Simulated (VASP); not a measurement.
Input of a VASP 6.6.1 run:

The input INCAR:

```
SYSTEM = ZnH16Cl2O8
ALGO     = Normal         ! electronic algorithm
EDIFF    = 1E-6           ! SCF threshold, eV
ENCUT    = 520            ! plane-wave cutoff, eV
GGA      = PE             ! functional
GGA_COMPAT= .FALSE.      
ISIF     = 2              ! what is computed and relaxed
ISMEAR   = -1             ! smearing method
IVDW     = 12             ! dispersion correction
LASPH    = .TRUE.         ! aspherical terms in the spheres
LCHARG   = .FALSE.        ! write CHGCAR
LREAL    = .FALSE.        ! projectors in reciprocal space
LWAVE    = .FALSE.        ! write WAVECAR
NBANDS   = 64             ! bands
NELM     = 120            ! most SCF steps
PREC     = Accurate       ! precision mode
SIGMA    = 0.02           ! smearing width, eV
```

The input KPOINTS:

```
k-points
0
G
  1 1 1
  0 0 0
```

Contents of POSCAR:

```
ZnH16Cl2O8
1.0
    6.7386640000      0.0000000000      0.0000000000
    0.0000000000      6.7386640000      0.0000000000
    0.0000000000      0.0000000000      6.7386640000
O H Zn Cl
8 16 1 2
Direct
    0.1588445425      0.7098736485      0.4484271660
    0.7277406916      0.1601801188      0.7774686496
    0.1669470388     -0.0074495479      0.8887518357
    0.5841959178      0.3780868136      0.4659232156
    0.4535765546      0.7402060705      0.1456520165
    0.7906611756      0.7146965630      0.7110905070
    0.7070095793      0.4857194245      0.0387168733
    0.2607490149      0.1534725578      0.3365207109
    0.1196676374      0.5731254741      0.4144738482
    0.0867382615      0.7901863040      0.3351702949
    0.7037003180      0.2106352238      0.6399933281
    0.7163734533      0.0204046381      0.7714733959
    0.0800752197      0.1017263956      0.8865258752
    0.2963940627      0.0505293037      0.8986054209
    0.4683420927      0.4350565631      0.5100417531
    0.5956225151      0.4188812501      0.3282698173
    0.5727248012      0.7956918463      0.2013900678
    0.3626831669      0.7035964399      0.2398546656
    0.8789130902      0.7458748500      0.5957709125
    0.7173231964      0.6097202650      0.6609767159
    0.5887368772      0.5917938630      0.0294271980
    0.7007620502      0.3687377795     -0.0476800743
    0.1974278581      0.0837554744      0.2323605985
    0.4007619314      0.1367481744      0.3239514539
   -0.0390136680      0.6965920841      0.9804317295
    0.8542939669     -0.0754452218      0.1967749097
    0.1782697579      0.4895629163     -0.1449100296
```

Potentials or basis: VASP PAW PBE potentials, release 64 (O, H, Zn, Cl).

Launch:

```sh
$ cat potpaw_PBE.64/O/POTCAR potpaw_PBE.64/H/POTCAR potpaw_PBE.64/Zn/POTCAR potpaw_PBE.64/Cl/POTCAR > POTCAR
$ mpirun -np 1 vasp_gam > vasp.out
```

**Question.** Estimate the pressure.

**Answer.** 2.5 GPa.

**Question.** Estimate the dispersion energy per atom.

**Answer.** -0.052 eV.

Forces in eV/Å, atoms in the order of the input:
```
O   -1.144  0.447 -2.084
O    0.042  1.814 -0.554
O    0.327 -1.529  0.155
O    2.806 -0.931 -0.614
O    1.830  0.815 -3.541
O    1.923  2.935 -0.328
O   -0.520  1.607  0.581
O   -0.383  1.098  1.255
H    0.110  0.099  0.371
H    0.861 -0.841  1.859
H    0.008 -0.209  0.725
H   -0.199 -1.504 -0.056
H   -1.197  1.513 -0.218
H    0.690 -0.019 -0.078
H   -2.998  1.087  1.203
H    0.435  0.042 -0.656
H    0.462  0.624  0.836
H   -2.260 -0.846  2.845
H    0.065  0.009  0.779
H   -1.707 -2.453 -0.712
H    0.775 -1.998  0.257
H   -0.223 -0.140 -0.352
H   -0.467 -0.659 -1.173
H    0.758 -0.181 -0.143
Zn  -0.107 -0.617 -0.592
Cl  -0.025  0.040  0.013
Cl   0.139 -0.202  0.220
```

Caveat: the k points lie up to 0.93 Å⁻¹ apart, too coarse for converged energies, forces and pressures; the atoms stand as in a frame of molecular dynamics.
